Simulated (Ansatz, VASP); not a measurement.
**MgO: VASP beside Ansatz**

```
Mg O
1.0
     5.63354    0.00000    0.00000
     0.00000    5.63354    0.00000
     0.00000    0.00000    5.63354
Mg O
6 6
Cartesian
  1.4084 -0.0739 2.8168
  0.0000 2.8929 1.4084
  2.8168 4.1970 0.0000
  4.2252 -0.0739 2.8168
  0.0000 2.8929 4.2252
  2.8168 1.3802 0.0000
  1.4084 2.9002 0.0000
  2.8168 -0.0341 1.4084
  0.0000 4.2152 2.8168
  4.2252 2.9002 0.0000
  2.8168 -0.0341 4.2252
  0.0000 1.3984 2.8168
```

Change from the starting cell: mode 14 frozen in at -0.075 Å and mode 24 at -0.028 Å (largest displacements).

Alike in both runs: task single point; functional PBE; k mesh 4 × 4 × 4; occupations gaussian, width 0.05 eV; no spin polarisation.

|  | VASP | Ansatz |
| --- | --- | --- |
| version | VASP 6.6.1 | Ansatz 0.2.0 |
| potentials or method | VASP PAW PBE potentials, release 64 (Mg, O), cutoff 520 eV | scalar-relativistic, plane waves, PAW |
| valence electrons in the cell | 48 | 96 |

|  | VASP | Ansatz | Ansatz less VASP |
| --- | --- | --- | --- |
| gap on the k mesh at the Fermi level (eV) | 2.85 | 2.86 | +0.014 |
| least direct gap on the mesh (eV) | 2.85 | 2.86 | +0.014 |
| pressure (GPa) | 0.1 | 0.4 | +0.31 |
| traceless stress, the component that is largest in VASP (GPa) | 0.19 | 0.19 | -0.002 |
| rms of the force components (eV/Å) | 0.381 | 0.378 | -0.0037 |

Atom by atom the forces differ by 0.004 eV/Å (rms over components). With one functional, cell and mesh, what is left measures potentials, basis and numerics. VASP's potentials hold 48 valence electrons a cell and Ansatz's 96, so a difference there can come from the potentials and not from the codes.
